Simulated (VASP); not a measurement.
**ZrB2: single point with PBE**

ZrB2:

```
CELL_PARAMETERS angstrom
2.32070 1.33985 3.88102
-2.32070 1.33985 3.88102
0.00000 -2.67971 3.88102
ATOMIC_POSITIONS crystal
Zr 0.27959 0.27959 0.27959
Zr 0.72041 0.72041 0.72041
B 0.50000 0.50000 0.50000
B 0.00000 0.00000 0.00000
B 0.14097 0.14097 0.14097
B 0.85903 0.85903 0.85903
```

| Property | Result |
| --- | --- |
| Program | VASP 6.6.1 |
| Task | single point |
| Functional | PBE |
| Potentials or basis | VASP PAW PBE potentials, release 64 (Zr_sv, B) |
| Cutoff | 520 eV |
| k mesh | 6 × 6 × 6 |
| Occupations | gaussian, width 0.1 eV |
| Spin | no spin polarisation |

```yaml
Pressure: 33.3 GPa
Largest_force: 19.619 eV/Å
Band_gap_on_the_k_mesh: zero (band 18 reaches 8.95 eV, above the bottom of band 19 at 6.55 eV)
```

Forces on the atoms (eV/Å):
```
Zr    0.000   0.000  15.946
Zr    0.000   0.000 -15.946
B     0.000   0.000   0.000
B     0.000   0.000   0.000
B     0.000   0.000 -19.619
B     0.000   0.000  19.619
```

Stress tensor (GPa, compression positive):
```
-13.89   0.00   0.00
  0.00 -13.89   0.00
  0.00   0.00 127.80
```

Levels at points of the mesh, in eV from the Fermi level:
```csv
k point,band 16,band 17,band 18,band 19,band 20,band 21
"(0.00, 0.00, 0.00)",-1.87,-0.75,1.00,1.00,2.37,2.37
"(0.50, 0.00, 0.00)",-1.96,-0.38,-0.15,0.21,0.51,1.24
"(0.50, 0.50, 0.00)",-0.77,-0.56,-0.31,-0.10,0.41,2.18
"(0.50, 0.50, 0.50)",-2.18,-1.62,-1.40,-1.40,0.16,0.16
```

It took 68 s on 1 thread of Intel(R) Xeon(R) Platinum 8259CL CPU @ 2.50GHz (Skylake/Cascade Lake), on a shared host, peak memory 0.22 GiB.

Caveat: forces of over 1 eV/Å act on the atoms, so gaps and moduli don't describe the material at rest.
